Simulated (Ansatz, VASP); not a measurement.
## Two plane-wave programs on Bi

The input INCAR:

```
SYSTEM = Bi
  PREC = Accurate
  ENCUT = 520
  EDIFF = 1E-6
  ISMEAR = 1
  SIGMA = 0.03
  LREAL = .FALSE.
  LASPH = .TRUE.
  NELM = 60
  ALGO = Normal
  ISIF = 2
  LWAVE = .FALSE.
  LCHARG = .FALSE.
  GGA = PE
  NBANDS = 22
```

KPOINTS

```
Automatic mesh
0
G
  8 8 8
  0 0 0
```

File POSCAR:

```
Bi
1.0
    2.2924582305      1.3235513765      4.0467531177
   -2.2924582305      1.3235513765      4.0467531177
    0.0000000000     -2.6471027530      4.0467531177
Bi
2
Direct
    0.2337113826      0.2337113826      0.2337113826
    0.7662886174      0.7662886174      0.7662886174
```

Input for Ansatz:

```yaml
crystal:
  lattice:
    - [2.2924582305, 1.3235513765, 4.0467531177]
    - [-2.2924582305, 1.3235513765, 4.0467531177]
    - [0.0, -2.647102753, 4.0467531177]
  atoms:
    - { symbol: Bi, position: [0.2337113826, 0.2337113826, 0.2337113826] }
    - { symbol: Bi, position: [0.7662886174, 0.7662886174, 0.7662886174] }
hamiltonian:
  xc: pbe
  pseudopotentials:
    kind: paw
    azcp:
      Bi: "pseudopotentials/Bi.paw.azcp"
basis:
  ecutwfc: 420
  fft_grid_basis: typed
kpoints:
  mp_grid: { grid: [8, 8, 8], shift: [0, 0, 0] }
magnetization:
  spin_polarized: false
scf:
  occupations: { method: methfessel_paxton, width: 0.03 }
  lower_state_search: "off"
output:
  stress: true
```

Alike in both runs: task single point; functional PBE; k mesh 8 × 8 × 8; occupations methfessel-paxton of order 1, width 0.03 eV; no spin polarisation.

```csv
,VASP,Ansatz
version,VASP 6.6.1,Ansatz 0.2.0
potentials or method,"VASP PAW PBE potentials, release 64 (Bi_d), cutoff 520 eV","plane waves (420 eV) with PAW, scalar-relativistic"
valence electrons in the cell,30,30
```

Ansatz gave:

* pressure (GPa): 0.0

Task: Which values does VASP return?

Result: Pressure (GPa): -0.1.

The functional is the same, so the differences come from potentials, cutoffs and numerics.

Neither program's run includes spin-orbit coupling.
